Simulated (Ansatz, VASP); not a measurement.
One calculation of Sb, two programs

File INCAR:

```
SYSTEM = Sb
PREC = Accurate
ENCUT = 520
EDIFF = 1E-8
ISMEAR = -1
SIGMA = 0.05
LREAL = .FALSE.
LASPH = .TRUE.
NELM = 60
ALGO = Normal
ISIF = 2
LWAVE = .FALSE.
LCHARG = .FALSE.
GGA = PE
LEFG = .TRUE.
NBANDS = 12
```

The input KPOINTS:

```
Automatic mesh
0
G
  8 8 8
  0 0 0
```

POSCAR

```
Sb
1.0
    0.0000000000      3.2710663102      3.2710663102
    3.2710663102      0.0000000000      3.2710663102
    3.2710663102      3.2710663102      0.0000000000
Sb
2
Direct
   -0.1250000000     -0.1250000000     -0.1250000000
    0.1250000000      0.1250000000      0.1250000000
```

Input for Ansatz:

```yaml
crystal:
  lattice:
    - [0.0, 3.2710663102, 3.2710663102]
    - [3.2710663102, 0.0, 3.2710663102]
    - [3.2710663102, 3.2710663102, 0.0]
  atoms:
    - { symbol: Sb, position: [-0.125, -0.125, -0.125] }
    - { symbol: Sb, position: [0.125, 0.125, 0.125] }
kpoints:
  mp_grid: { grid: [8, 8, 8] }
scf:
  occupations: { method: fermi_dirac, width: 0.05 }
hamiltonian:
  xc: pbe
  pseudopotentials: { kind: all_electron, datasets: crystal }
output:
  forces: true
  stress: true
  eigenvalues: true
  efg: { contact_densities: true }
```

Change from the starting cell: shortest bond scaled by 1, crystal datasets.

Alike in both runs: task electric field gradients; functional PBE; k mesh 8 × 8 × 8; occupations fermi-dirac, width 0.05 eV; no spin polarisation.

|  | VASP | Ansatz |
| --- | --- | --- |
| version | VASP 6.6.1 | Ansatz 0.2.0 |
| potentials or method | VASP PAW PBE potentials, release 64 (Sb), cutoff 520 eV | all-electron PAW with datasets made for the crystal, scalar-relativistic |

|  | VASP | Ansatz | Ansatz less VASP |
| --- | --- | --- | --- |
| pressure (GPa) | 9.4 | 9.3 | -0.13 |

Ansatz ran all-electron here, and VASP with PAW potentials. Ansatz's warnings: printed levels off.

Spin-orbit coupling is off throughout.
